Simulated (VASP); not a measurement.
# Pb (Pm-3m) in VASP: notebook

Runs on Pb. Level: PBEsol. Tasks: single point.

Everything below comes from runs of VASP 6.6.1. Logs are shortened: lines on timing, memory, paths and dates and some standing lists are left out, and cuts for length are marked.

## (1) The cell of the first run

Symmetry: Pm-3m, No. 221, cubic system. Conventional cell: a = 2.653 Å, b = 2.653 Å, c = 2.653 Å, α = 90.00°, β = 90.00°, γ = 90.00°. Pb (site symmetry m-3m) has 6 Pb at 2.65 Å within 3.5 Å.

## (2) Single point, PBEsol (volume scaled by 0.58)

Contents of INCAR:

```
SYSTEM = Pb
ALGO = Normal
EDIFF = 1E-6
ENCUT = 520
GGA = PS
ISIF = 2
ISMEAR = -1
LASPH = .True.
LCHARG = .False.
LREAL = .False.
LWAVE = .False.
NBANDS = 13
NELM = 60
PREC = Accurate
SIGMA = 0.05
```

Contents of KPOINTS:

```
k-points
0
Gamma
  13 13 13
  0 0 0
```

Contents of POSCAR:

```
Pb
1.0
    2.6528440098      0.0000000000      0.0000000000
    0.0000000000      2.6528440098      0.0000000000
    0.0000000000      0.0000000000      2.6528440098
Pb
1
Direct
    0.0000000000      0.0000000000      0.0000000000
```

Potentials or basis: VASP PAW PBE potentials, release 64 (Pb_d).

The run is started by

```sh
cat potpaw_PBE.64/Pb_d/POTCAR > POTCAR
mpirun -np 1 vasp_std > vasp.out
```

OUTCAR:

```text
SYSTEM = Pb
   EDIFF = 1E-6
   ENCUT = 520
   GGA = PS
   ISIF = 2
   ISMEAR = -1
   LASPH = .True.
   LREAL = .False.
   NELM = 60
   PREC = Accurate

 ion  position               nearest neighbor table
   1  0.000  0.000  0.000-

  LATTYP: Found a simple cubic cell.
 ALAT       =     2.6528440098

  Lattice vectors:

 A1 = (   2.6528440098,   0.0000000000,   0.0000000000)
 A2 = (   0.0000000000,   2.6528440098,   0.0000000000)
 A3 = (   0.0000000000,   0.0000000000,   2.6528440098)

Analysis of symmetry for initial positions (statically):
=====================================================================
 Subroutine PRICEL returns:
 Original cell was already a primitive cell.

 Routine SETGRP: Setting up the symmetry group for a
 simple cubic supercell.

 Subroutine GETGRP returns: Found 48 space group operations
[... 9 lines left out ...]

 Routine SETGRP: Setting up the symmetry group for a
 simple cubic supercell.

 Subroutine GETGRP returns: Found 48 space group operations
[... 11 lines left out ...]
                                     Primitive cell

  volume of cell :      18.6696

  direct lattice vectors                    reciprocal lattice vectors
     2.652844010  0.000000000  0.000000000     0.376953939  0.000000000  0.000000000
     0.000000000  2.652844010  0.000000000     0.000000000  0.376953939  0.000000000
     0.000000000  0.000000000  2.652844010     0.000000000  0.000000000  0.376953939

  length of vectors
     2.652844010  2.652844010  2.652844010     0.376953939  0.376953939  0.376953939

  position of ions in fractional coordinates (direct lattice)
     0.000000000  0.000000000  0.000000000

  ion indices of the primitive-cell ions
   primitive index   ion index
                 1           1

----------------------------------------------------------------------------------------

 KPOINTS: k-points

Automatic generation of k-mesh.
 Grid dimensions read from file:
 generate k-points for:   13   13   13

 Generating k-lattice:

  Cartesian coordinates                     Fractional coordinates (reciprocal lattice)
     0.028996457  0.000000000  0.000000000     0.076923077  0.000000000  0.000000000
     0.000000000  0.028996457  0.000000000     0.000000000  0.076923077  0.000000000
     0.000000000  0.000000000  0.028996457     0.000000000  0.000000000  0.076923077

  Length of vectors
     0.028996457  0.028996457  0.028996457

  Shift w.r.t. Gamma in fractional coordinates (k-lattice)
     0.000000000  0.000000000  0.000000000

 Subroutine IBZKPT returns following result:
 ===========================================

 Found     84 irreducible k-points:

 Following reciprocal coordinates:
            Coordinates               Weight
  0.000000  0.000000  0.000000      1.000000
  0.076923  0.000000  0.000000      6.000000
  0.153846  0.000000  0.000000      6.000000
  0.230769  0.000000  0.000000      6.000000
  0.307692  0.000000  0.000000      6.000000
  0.384615  0.000000  0.000000      6.000000
[... 16 lines left out ...]
  0.307692  0.307692  0.000000     12.000000
  0.384615  0.307692  0.000000     24.000000
 [... further k-points ...]
   k-points           NKPTS =     84   k-points in BZ     NKDIM =     84   number of bands    NBANDS=     13
   number of dos      NEDOS =    301   number of ions     NIONS =      1
   total plane-waves  NPLWV =   8000
   dimension x,y,z NGX =    20 NGY =   20 NGZ =   20
   dimension x,y,z NGXF=    40 NGYF=   40 NGZF=   40
   ions per type =               1
   NGX,Y,Z   is equivalent  to a cutoff of  12.53, 12.53, 12.53 a.u.
   NGXF,Y,Z  is equivalent  to a cutoff of  25.07, 25.07, 25.07 a.u.
 SYSTEM =  Pb
   PREC   = accura    normal or accurate (medium, high low for compatibility)
   ISTART =      0    job   : 0-new  1-cont  2-samecut
   ICHARG =      2    charge: 1-file 2-atom 10-const
   ISPIN  =      1    spin polarized calculation?
   LNONCOLLINEAR =      F non collinear calculations
   LSORBIT =      F    spin-orbit coupling
   LASPH  =      T    aspherical Exc in radial PAW
   ENCUT  =  520.0 eV  38.22 Ry    6.18 a.u.   4.93  4.93  4.93*2*pi/ulx,y,z
   NELM   =     60;   NELMIN=  2; NELMDL= -5     # of ELM steps
   EDIFF  = 0.1E-05   stopping-criterion for ELM
   LREAL  =      F    real-space projection
   EDIFFG = 0.1E-04   stopping-criterion for IOM
   NSW    =      0    number of steps for IOM
   IBRION =     -1    ionic relax: 0-MD 1-quasi-New 2-CG
   NFREE  =      0    steps in history (QN), initial steepest desc. (CG)
   ISIF   =      2    stress and relaxation
   ISYM   =      2    0-nonsym 1-usesym 2-fastsym
   POTIM  = 0.5000    time-step for ionic-motion
   TEBEG  =    0.0;   TEEND  =   0.0 temperature during run
   PSTRESS=    0.0 pullay stress
   NELECT =      14.0000    total number of electrons
   NUPDOWN=      -1.0000    fix difference up-down
   EMIN   =  10.00;   EMAX   =-10.00  energy-range for DOS
   EFERMI =   0.00;   METHOD = LEGACY
   ISMEAR =    -1;   SIGMA  =   0.05  broadening in eV -4-tet -1-fermi 0-gaus
   EFERMI_NEDOS =   21; number of points for ismear=-14 and -15
   IALGO  =     38    algorithm
   IMIX   =      4    mixing-type and parameters
     AMIX     =   0.40;   BMIX     =  1.00
     AMIX_MAG =   1.60;   BMIX_MAG =  1.00
  volume/ion in A,a.u.               =      18.67       125.99
  Fermi-wavevector in a.u.,A,eV,Ry     =   1.487325  2.810636 30.097921  2.212135
  Thomas-Fermi vector in A             =   2.600500
   LORBIT       =      0    0 simple, 1 ext, 2 COOP (PROOUT), +10 PAW based schemes
   GGA     = PS    functional components
   LHFCALC =     F    Hartree Fock is set to
   AEXX    =    0.0000 exact exchange contribution
   IVDW    =     0    specifies the selected vdW correction
   LEPSILON=     F    determine dielectric tensor
   LRPA    =     F    only Hartree local field effects (RPA)
 non-spin polarized calculation
  energy-cutoff  :      520.00
  volume of cell :       18.67
 maximum number of plane-waves:       517
 NGX is ok and might be reduce to    20
   NGX =  9   NGY =  9   NGZ =  9

 number of electron      14.0000003 magnetization

 Free energy of the ion-electron system (eV)
  ---------------------------------------------------
  ext. energy  EPLUGINS =         0.00000000
  ---------------------------------------------------
  free energy    TOTEN  =        -1.55503803 eV

  energy without entropy =       -1.55226592  energy(sigma->0) =       -1.55365198

 E-fermi :  14.4464     XC(G=0): -12.8053

 val. band max:       14.3654993249   @ k =   0.3846   0.3846   0.2308
 cond. band min:      14.4721651527   @ k =   0.2308   0.0769   0.0769
 fundamental gap:      0.1066658278
 Fermi energy:        14.4463626955

 k-point     1 :       0.0000    0.0000    0.0000
  band No.  band energies     occupation
      1      -5.5327      2.00000
      2      -5.5327      2.00000
      3      -2.9352      2.00000
      4      -2.9352      2.00000
      5      -2.9352      2.00000
      6      -2.4674      2.00000
      7      20.9140      0.00000
      8      20.9140      0.00000
      9      20.9140      0.00000
     10      26.3609      0.00000
     11      27.4060      0.00000
     12      27.4060      0.00000
     13      34.8879      0.00000

 k-point     2 :       0.0769    0.0000    0.0000
  band No.  band energies     occupation
      1      -5.5222      2.00000
      2      -5.4443      2.00000
      3      -2.9823      2.00000
      4      -2.9823      2.00000
      5      -2.9313      2.00000
      6      -2.3167      2.00000
      7      19.5048      0.00000
      8      21.1174      0.00000
      9      21.1174      0.00000
     10      26.7366      0.00000
     11      27.2508      0.00000
     12      28.5820      0.00000
     13      34.7224      0.00000

 k-point     3 :       0.1538    0.0000    0.0000
  band No.  band energies     occupation
      1      -5.4929      2.00000
      2      -5.2134      2.00000
      3      -3.1109      2.00000
      4      -3.1109      2.00000
      5      -2.9203      2.00000
      6      -1.8420      2.00000
      7      16.9055      0.00000
      8      21.7044      0.00000
      9      21.7044      0.00000
     10      26.8288      0.00000
     11      26.8360      0.00000
     12      31.4684      0.00000
     13      34.3630      0.00000

 k-point     4 :       0.2308    0.0000    0.0000
  band No.  band energies     occupation
      1      -5.4514      2.00000
      2      -4.9231      2.00000
      3      -3.2876      2.00000
      4      -3.2876      2.00000
      5      -2.9050      2.00000
      6      -0.9968      2.00000
      7      14.1462      1.99507
      8      22.6069      0.00000
      9      22.6069      0.00000
     10      26.2565      0.00000
     11      26.8229      0.00000
     12      34.0213      0.00000
     13      34.6256      0.00000

 k-point     5 :       0.3077    0.0000    0.0000
  band No.  band energies     occupation
      1      -5.4068      2.00000
      2      -4.6545      2.00000
      3      -3.4694      2.00000
      4      -3.4694      2.00000
      5      -2.8886      2.00000
      6       0.2401      2.00000
      7      11.4401      2.00000
      8      23.7119      0.00000
      9      23.7119      0.00000
     10      25.6796      0.00000
     11      26.7163      0.00000
     12      33.7783      0.00000
     13      34.0946      0.00000

 k-point     6 :       0.3846    0.0000    0.0000
  band No.  band energies     occupation
      1      -5.3696      2.00000
      2      -4.4566      2.00000
      3      -3.6160      2.00000
      4      -3.6160      2.00000
      5      -2.8750      2.00000
      6       1.8250      2.00000
      7       8.8795      2.00000
      8      24.8350      0.00000
      9      24.8350      0.00000
     10      25.2248      0.00000
     11      26.5356      0.00000
     12      33.0446      0.00000
     13      33.0448      0.00000

 k-point     7 :       0.4615    0.0000    0.0000
  band No.  band energies     occupation
      1      -5.3484      2.00000
      2      -4.3525      2.00000
      3      -3.6972      2.00000
      4      -3.6972      2.00000
      5      -2.8673      2.00000
      6       3.5415      2.00000
      7       6.6790      2.00000
      8      24.9769      0.00000
      9      25.6332      0.00000
     10      25.6332      0.00000
     11      26.3869      0.00000
     12      32.2194      0.00000
     13      32.2195      0.00000
[... 193 lines left out ...]
 k-point    20 :       0.3077    0.2308    0.0000
  band No.  band energies     occupation
      1      -5.0685      2.00000
      2      -4.0264      2.00000
      3      -3.9730      2.00000
      4      -3.4267      2.00000
      5      -3.2254      2.00000
      6       1.4908      2.00000
      7      12.7435      2.00000
      8      16.5671      0.00000
      9      25.0313      0.00000
     10      25.5941      0.00000
     11      27.2293      0.00000
     12      31.6050      0.00000
     13      34.7592      0.00000

 k-point    21 :       0.3846    0.2308    0.0000
  band No.  band energies     occupation
      1      -5.0148      2.00000
      2      -4.2064      2.00000
      3      -3.6986      2.00000
      4      -3.5691      2.00000
      5      -3.2085      2.00000
      6       2.9655      2.00000
      7      10.1988      2.00000
      8      17.6955      0.00000
      9      23.3045      0.00000
     10      26.8478      0.00000
     11      26.8684      0.00000
     12      31.1974      0.00000
     13      33.1668      0.00000

 k-point    22 :       0.4615    0.2308    0.0000
  band No.  band energies     occupation
      1      -4.9863      2.00000
      2      -4.3061      2.00000
      3      -3.6482      2.00000
      4      -3.5521      2.00000
      5      -3.1987      2.00000
      6       4.5290      2.00000
      7       8.0966      2.00000
      8      18.7616      0.00000
      9      21.8727      0.00000
     10      26.6400      0.00000
     11      27.8903      0.00000
     12      31.0740      0.00000
     13      32.0133      0.00000

 k-point    23 :       0.3077    0.3077    0.0000
  band No.  band energies     occupation
      1      -4.9741      2.00000
      2      -4.2836      2.00000
      3      -3.5466      2.00000
      4      -3.4161      2.00000
      5      -3.3871      2.00000
      6       2.5353      2.00000
      7      13.0429      2.00000
      8      14.5149      0.40510
      9      23.2110      0.00000
     10      26.8483      0.00000
     11      27.3284      0.00000
     12      30.6059      0.00000
     13      34.3284      0.00000

 k-point    24 :       0.3846    0.3077    0.0000
  band No.  band energies     occupation
      1      -4.9108      2.00000
      2      -4.4863      2.00000
      3      -3.5437      2.00000
      4      -3.3812      2.00000
      5      -3.1982      2.00000
      6       3.9193      2.00000
      7      11.0119      2.00000
      8      15.0824      0.00001
      9      21.4064      0.00000
     10      27.3787      0.00000
     11      28.2110      0.00000
     12      30.0667      0.00000
     13      33.0818      0.00000

 [... further k-points ...]
[... 5 lines left out ...]
  --------------------------------------------------------------------------------------
  -------------------------------------------------------------------------------------
  Total       10.6639538     10.6639538     10.6639538     -0.0000000     -0.0000000      0.0000000
  in kB      915.1529717    915.1529717    915.1529717     -0.0000000     -0.0000000      0.0000000
  external PRESSURE =     915.1529717 kB  Pullay stress =       0.0000000 kB

 VOLUME and BASIS-vectors are now :
 -----------------------------------------------------------------------------
  energy-cutoff  :      520.00
  volume of cell :       18.67
      direct lattice vectors                 reciprocal lattice vectors
     2.652844010  0.000000000  0.000000000     0.376953939  0.000000000  0.000000000
     0.000000000  2.652844010  0.000000000     0.000000000  0.376953939  0.000000000
     0.000000000  0.000000000  2.652844010     0.000000000  0.000000000  0.376953939

 POSITION                                       TOTAL-FORCE (eV/Angst)
 -----------------------------------------------------------------------------------
      0.00000      0.00000      0.00000         0.000000      0.000000      0.000000
 -----------------------------------------------------------------------------------
    total drift:                               -0.000000     -0.000000     -0.000000

  FREE ENERGIE OF THE ION-ELECTRON SYSTEM (eV)
  ---------------------------------------------------
  free  energy   TOTEN  =        -1.5550380334 eV

  energy  without entropy=       -1.5522659178  energy(sigma->0) =       -1.55365198
```

Run time: 7.2 s. Hardware: 1 thread of AMD EPYC 9R45 (Zen 5), shared host; peak memory 0.1 GiB.

Results:

* Free energy: -1.5550 eV
* Pressure: 91.5 GPa
* Band gap on the k mesh: zero (band 7 reaches 20.91 eV, above the bottom of band 8 at 11.19 eV)

Caveat: the PAW data sets were made with another functional, which shifts forces and pressure a little; spin-orbit coupling is left out, which moves the levels of the heavy elements.

## (3) Single point, PBEsol (volume scaled by 0.68)

Contents of INCAR:

```
SYSTEM = Pb
PREC = Accurate
ENCUT = 520
EDIFF = 1E-7
ISMEAR = -1
SIGMA = 0.05
LREAL = .FALSE.
LASPH = .TRUE.
NELM = 60
ALGO = Normal
ISIF = 2
LWAVE = .FALSE.
LCHARG = .FALSE.
GGA = PS
NBANDS = 13
```

Contents of KPOINTS:

```
regular mesh
0
G
  13 13 13
  0 0 0
```

Contents of POSCAR:

```
Pb
1.0
    2.7972976906      0.0000000000      0.0000000000
    0.0000000000      2.7972976906      0.0000000000
    0.0000000000      0.0000000000      2.7972976906
Pb
1
Direct
    0.0000000000      0.0000000000      0.0000000000
```

Potentials or basis: VASP PAW PBE potentials, release 64 (Pb_d).

The run is started by

```sh
cat potpaw_PBE.64/Pb_d/POTCAR > POTCAR
mpirun -np 1 vasp_std > vasp.out
```

Run time: 11 s. Hardware: 1 thread of AMD EPYC 9R45 (Zen 5), shared host; peak memory 0.12 GiB.

Results (log left out):

```yaml
Free_energy: -2.8532 eV
Pressure: 43.4 GPa
Band_gap_on_the_k_mesh: zero (band 7 reaches 17.70 eV, above the bottom of band 8 at 8.58 eV)
```

Levels at points of the mesh, in eV from the Fermi level:
| k point | band 5 | band 6 | band 7 | band 8 | band 9 | band 10 |
| --- | --- | --- | --- | --- | --- | --- |
| (0.00, 0.00, 0.00) | -16.96 | -14.93 | 6.21 | 6.21 | 6.21 | 10.83 |

Caveat: the PAW data sets were made with another functional, which shifts forces and pressure a little; spin-orbit coupling is left out, which moves the levels of the heavy elements.

## (4) Single point, PBEsol (volume scaled by 0.68)

Contents of INCAR:

```
PREC = Accurate
ENCUT = 520
EDIFF = 1E-6
ISMEAR = -1
SIGMA = 0.05
LREAL = False
LASPH = True
NELM = 80
ALGO = Normal
ISIF = 2
LWAVE = False
LCHARG = False
GGA = PS
NBANDS = 13
```

Contents of KPOINTS:

```
regular mesh
0
Gamma
  13 13 13
```

POSCAR is that of step 3.

The run is started by

```sh
cat potpaw_PBE.64/Pb_d/POTCAR > POTCAR
mpirun -np 1 vasp_std > vasp.out
```

Run time: 9.7 s. Hardware: 1 thread of AMD EPYC 9R45 (Zen 5), shared host; peak memory 0.12 GiB.

It converged, with:

```yaml
Free_energy: -2.8532 eV
Pressure: 43.5 GPa
Band_gap_on_the_k_mesh: zero (band 7 reaches 17.70 eV, above the bottom of band 8 at 8.58 eV)
```

Levels at points of the mesh, in eV from the Fermi level:
```
           k point  band 5  band 6  band 7  band 8  band 9  band 10
(0.00, 0.00, 0.00)  -16.96  -14.93    6.21    6.21    6.21    10.83
```

Caveat: the PAW data sets were made with another functional, which shifts forces and pressure a little; spin-orbit coupling is left out, which moves the levels of the heavy elements.

## (5) Single point, PBEsol (volume scaled by 0.78)

Contents of INCAR:

```
ALGO = Normal ; EDIFF = 1E-7
ENCUT = 520 ; GGA = PS
ISIF = 2 ; ISMEAR = -1
LASPH = T ; LCHARG = F
LREAL = F ; LWAVE = F
NBANDS = 13 ; NELM = 80
PREC = Accurate ; SIGMA = 0.05
```

Contents of KPOINTS:

```
k-points
0
Gamma
  13 13 13
```

Contents of POSCAR:

```
Pb
1.0
    2.9281989694      0.0000000000      0.0000000000
    0.0000000000      2.9281989694      0.0000000000
    0.0000000000      0.0000000000      2.9281989694
Pb
1
Direct
    0.0000000000      0.0000000000      0.0000000000
```

The run is started by

```sh
cat potpaw_PBE.64/Pb_d/POTCAR > POTCAR
mpirun -np 1 vasp_std > vasp.out
```

Run time: 11 s. Hardware: 1 thread of AMD EPYC 9R45 (Zen 5), shared host; peak memory 0.12 GiB.

Results (log left out):

- Free energy: -3.4640 eV
- Pressure: 19.8 GPa
- Band gap on the k mesh: zero (band 7 reaches 15.21 eV, above the bottom of band 8 at 6.84 eV)

Levels at points of the mesh, in eV from the Fermi level:
```
           k point  band 4  band 5  band 6  band 7  band 8  band 9  band 10  band 11
(0.00, 0.00, 0.00)  -16.71  -16.71  -13.48    5.90    5.90    5.90     9.88    11.00
```

Caveat: the PAW data sets were made with another functional, which shifts forces and pressure a little; spin-orbit coupling is left out, which moves the levels of the heavy elements.

## (6) Overview

| cell | gap on the mesh (eV) | pressure (GPa) |
| --- | --- | --- |
| a = 2.653 Å, 1 atom | none | 91.5 |
| a = 2.797 Å, 1 atom | none | 43.5 |
| a = 2.928 Å, 1 atom | none | 19.8 |

Alike in all rows: task single point; level PBEsol; potentials or basis VASP PAW PBE potentials, release 64 (Pb_d); no spin polarisation; k mesh 13 × 13 × 13; cutoff (eV) 520; smearing fermi-dirac 0.05 eV.

Caveats: the PAW data sets were made with another functional, which shifts forces and pressure a little; spin-orbit coupling is left out, which moves the levels of the heavy elements.

Total energies depend on the potentials used, so only differences within one code and one set of settings carry meaning.
